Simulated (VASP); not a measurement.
Rh: single point with LDA

The system is Rh.

```
CELL_PARAMETERS angstrom
2.65726 0.00000 0.00000
-1.32863 2.30125 0.00000
0.00000 0.00000 8.66688
ATOMIC_POSITIONS crystal
Rh 0.00000 0.00000 0.00000
Rh 0.33333 0.66667 0.25000
Rh 0.00000 0.00000 0.50000
Rh 0.66667 0.33333 0.75000
```

| Quantity | Value |
| --- | --- |
| Program | VASP 6.6.1 |
| Task | single point |
| Functional | LDA |
| Potentials or basis | VASP PAW LDA potentials, release 64 (Rh_pv) |
| Cutoff | 520 eV |
| k mesh | 18 × 18 × 6 |
| Occupations | gaussian, width 0.1 eV |
| Spin | no spin polarisation |

| Quantity | Value |
| --- | --- |
| Pressure | 0.7 GPa |
| Band gap on the k mesh | zero (band 30 reaches 13.32 eV, above the bottom of band 31 at 11.19 eV) |

Levels at points of the mesh, in eV from the Fermi level:
```tsv
k point	band 26	band 27	band 28	band 29	band 30	band 31	band 32	band 33	band 34	band 35
(0.00, 0.00, 0.00)	-2.82	-2.82	-1.54	-1.54	-0.92	-0.92	-0.37	-0.37	0.46	0.46
(0.50, 0.00, 0.00)	0.59	0.59	0.64	0.70	0.88	0.89	0.92	1.18	2.25	4.45
(0.00, 0.00, 0.50)	-3.07	-1.24	-1.24	-1.21	-1.21	-1.21	-1.21	0.08	0.08	0.08
(0.50, 0.00, 0.50)	-1.08	-0.12	-0.12	0.62	0.62	0.86	0.86	2.95	2.95	4.36
```

It took 100 s on 1 thread of Intel(R) Xeon(R) 6975P-C (Granite Rapids), on a shared host, peak memory 0.29 GiB.
